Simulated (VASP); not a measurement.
# GaN (F-43m) in VASP: further runs, part 2 of 3

VASP 6.6.1. Earlier steps stand in the parts before.

### Step 4. Single point, PBEsol+D3(BJ)

This run uses another cell than the first one, of 11.19 Å³/atom, 0.997 times its volume.

Contents of INCAR:

```
PREC = Accurate
ENCUT = 520
EDIFF = 1E-6
ISMEAR = -1
SIGMA = 0.05
LREAL = False
LASPH = True
NELM = 100
ALGO = Normal
ISIF = 2
LWAVE = False
LCHARG = True
GGA = PS
IVDW = 12
LELF = True
LVHAR = True
NBANDS = 16
```

Contents of KPOINTS:

```
Automatic mesh
0
Gamma
  10 10 10
```

Contents of POSCAR:

```
GaN
1.0
    0.0000000000      2.2364921158      2.2364921158
    2.2364921158      0.0000000000      2.2364921158
    2.2364921158      2.2364921158      0.0000000000
Ga N
1 1
Direct
    0.0000000000      0.0000000000      0.0000000000
    0.2500000000      0.2500000000      0.2500000000
```

Potentials or basis: VASP PAW PBE potentials, release 64 (Ga_d, N).

Command:

```bash
> cat potpaw_PBE.64/Ga_d/POTCAR potpaw_PBE.64/N/POTCAR > POTCAR
> mpirun -np 1 vasp_std > vasp.out
```

OUTCAR:

```text
PREC = Accurate
   ENCUT = 520
   EDIFF = 1E-6
   ISMEAR = -1
   LREAL = False
   LASPH = True
   NELM = 100
   ISIF = 2
   GGA = PS
   IVDW = 12
 IVDW          = 12

 ion  position               nearest neighbor table
   1  0.000  0.000  0.000-   2 1.94   2 1.94   2 1.94   2 1.94
   2  0.250  0.250  0.250-   1 1.94   1 1.94   1 1.94   1 1.94

  LATTYP: Found a face centered cubic cell.
 ALAT       =     4.4729842316

  Lattice vectors:

 A1 = (   0.0000000000,   2.2364921158,   2.2364921158)
 A2 = (   2.2364921158,   0.0000000000,   2.2364921158)
 A3 = (   2.2364921158,   2.2364921158,   0.0000000000)

Analysis of symmetry for initial positions (statically):
=====================================================================
 Subroutine PRICEL returns:
 Original cell was already a primitive cell.

 Routine SETGRP: Setting up the symmetry group for a
 face centered cubic supercell.

 Subroutine GETGRP returns: Found 24 space group operations
 (whereof 24 operations were pure point group operations)
 out of a pool of 48 trial point group operations.

The static configuration has the point symmetry T_d .

Analysis of symmetry for dynamics (positions and initial velocities):
=====================================================================
 Subroutine PRICEL returns:
 Original cell was already a primitive cell.

 Routine SETGRP: Setting up the symmetry group for a
 face centered cubic supercell.

 Subroutine GETGRP returns: Found 24 space group operations
 (whereof 24 operations were pure point group operations)
 out of a pool of 48 trial point group operations.

The dynamic configuration has the point symmetry T_d .

 Subroutine INISYM returns: Found 24 space group operations
 (whereof 24 operations are pure point group operations),
 and found     1 'primitive' translations

----------------------------------------------------------------------------------------
[... 110 lines left out ...]
   IALGO  =     38    algorithm
   IMIX   =      4    mixing-type and parameters
     AMIX     =   0.40;   BMIX     =  1.00
     AMIX_MAG =   1.60;   BMIX_MAG =  1.00
  volume/ion in A,a.u.               =      11.19        75.49
  Fermi-wavevector in a.u.,A,eV,Ry     =   1.522609  2.877313 31.542892  2.318337
  Thomas-Fermi vector in A             =   2.631165
   LORBIT       =      0    0 simple, 1 ext, 2 COOP (PROOUT), +10 PAW based schemes
   GGA     = PS    functional components
   LHFCALC =     F    Hartree Fock is set to
   AEXX    =    0.0000 exact exchange contribution
   IVDW    =    12    specifies the selected vdW correction
   LEPSILON=     F    determine dielectric tensor
   LRPA    =     F    only Hartree local field effects (RPA)
 non-spin polarized calculation
  energy-cutoff  :      520.00
  volume of cell :       22.37
 maximum number of plane-waves:       620
   NGX = 11   NGY = 11   NGZ = 11

 number of electron      18.0000016 magnetization

 Free energy of the ion-electron system (eV)
  ---------------------------------------------------
  ext. energy  EPLUGINS =         0.00000000
  ---------------------------------------------------
  free energy    TOTEN  =       -13.11900642 eV

  energy without entropy =      -13.11900642  energy(sigma->0) =      -13.11900642

 E-fermi :   6.3402     XC(G=0): -12.0245

 val. band max:        5.4004104802   @ k =   0.0000   0.0000   0.0000
 cond. band min:       7.2286986853   @ k =   0.0000   0.0000   0.0000
 fundamental gap:      1.8282882051
 Fermi energy:         6.3402439920

 k-point     1 :       0.0000    0.0000    0.0000
  band No.  band energies     occupation
      1     -10.7304      2.00000
      2      -8.0255      2.00000
      3      -8.0255      2.00000
      4      -8.0255      2.00000
      5      -7.6765      2.00000
      6      -7.6765      2.00000
[... 433 lines left out ...]
      3      -7.7829      2.00000
      4      -7.7817      2.00000
      5      -7.6112      2.00000
      6      -6.7893      2.00000
[... 8 lines left out ...]
     15      27.9667      0.00000
     16      27.9818      0.00000

 [... further k-points ...]

------------------------ aborting loop because EDIFF is reached ----------------------------------------

 Edisp (eV)   -0.45102

 E8    (eV) :    -0.2856

  FORCE on cell =-STRESS in cart. coord.  units (eV):
  Direction    XX          YY          ZZ          XY          YZ          ZX
  --------------------------------------------------------------------------------------
  -------------------------------------------------------------------------------------
  Total      -0.03162    -0.03162    -0.03162    -0.00000     0.00000    -0.00000
  in kB      -2.26411    -2.26411    -2.26411    -0.00000     0.00000    -0.00000
  external pressure =       -2.26 kB  Pullay stress =        0.00 kB

 VOLUME and BASIS-vectors are now :
 -----------------------------------------------------------------------------
  energy-cutoff  :      520.00
  volume of cell :       22.37
      direct lattice vectors                 reciprocal lattice vectors
     0.000000000  2.236492116  2.236492116    -0.223564392  0.223564392  0.223564392
     2.236492116  0.000000000  2.236492116     0.223564392 -0.223564392  0.223564392
     2.236492116  2.236492116  0.000000000     0.223564392  0.223564392 -0.223564392

 POSITION                                       TOTAL-FORCE (eV/Angst)
 -----------------------------------------------------------------------------------
      0.00000      0.00000      0.00000         0.000000     -0.000000      0.000000
      1.11825      1.11825      1.11825        -0.000000      0.000000     -0.000000
 -----------------------------------------------------------------------------------
    total drift:                                0.000001      0.000001      0.000001

  FREE ENERGIE OF THE ION-ELECTRON SYSTEM (eV)
  ---------------------------------------------------
  free  energy   TOTEN  =       -13.5700310944 eV

  energy  without entropy=      -13.5700310943  energy(sigma->0) =      -13.57003109
```

OSZICAR:

```text
N       E                     dE             d eps       ncg     rms          rms(c)
DAV:   1     0.778914588889E+02    0.77891E+02   -0.94252E+03  1704   0.206E+03
DAV:   2    -0.966419954056E+01   -0.87556E+02   -0.81584E+02  1744   0.319E+02
DAV:   3    -0.149056412385E+02   -0.52414E+01   -0.52247E+01  1664   0.675E+01
DAV:   4    -0.149647819468E+02   -0.59141E-01   -0.59135E-01  1976   0.770E+00
DAV:   5    -0.149655111098E+02   -0.72916E-03   -0.72916E-03  1664   0.765E-01    0.728E+00
DAV:   6    -0.131494492699E+02    0.18161E+01   -0.42352E+00  2272   0.400E+01    0.266E+00
DAV:   7    -0.131390467918E+02    0.10402E-01   -0.27966E-01  1624   0.570E+00    0.172E+00
DAV:   8    -0.131222381524E+02    0.16809E-01   -0.50047E-02  1936   0.262E+00    0.686E-01
DAV:   9    -0.131189367275E+02    0.33014E-02   -0.11737E-02  2216   0.236E+00    0.167E-01
DAV:  10    -0.131190455950E+02   -0.10887E-03   -0.12063E-03  1792   0.475E-01    0.794E-02
DAV:  11    -0.131190046229E+02    0.40972E-04   -0.13642E-04  2288   0.176E-01    0.499E-03
DAV:  12    -0.131190064965E+02   -0.18736E-05   -0.12855E-05  1712   0.387E-02    0.452E-03
DAV:  13    -0.131190064170E+02    0.79499E-07   -0.30630E-07  1080   0.104E-02
   1 F= -.13570031E+02 E0= -.13570031E+02  d E =-.116981E-09
```

Run time: 7.7 s. Hardware: 1 thread of Intel Xeon 6975P-C, shared host; peak memory 0.16 GiB.

Results:

```
Free energy                : -13.5700 eV
Pressure                   : -0.2 GPa
Band gap on the k mesh     : 1.83 eV, direct
Dispersion energy per atom : -0.226 eV
```

Caveat: the PAW data sets were made with another functional, which shifts forces and pressure a little. PBEsol gaps usually lie below the measured ones, often by a third to a half.

[end of part 2 of 3]
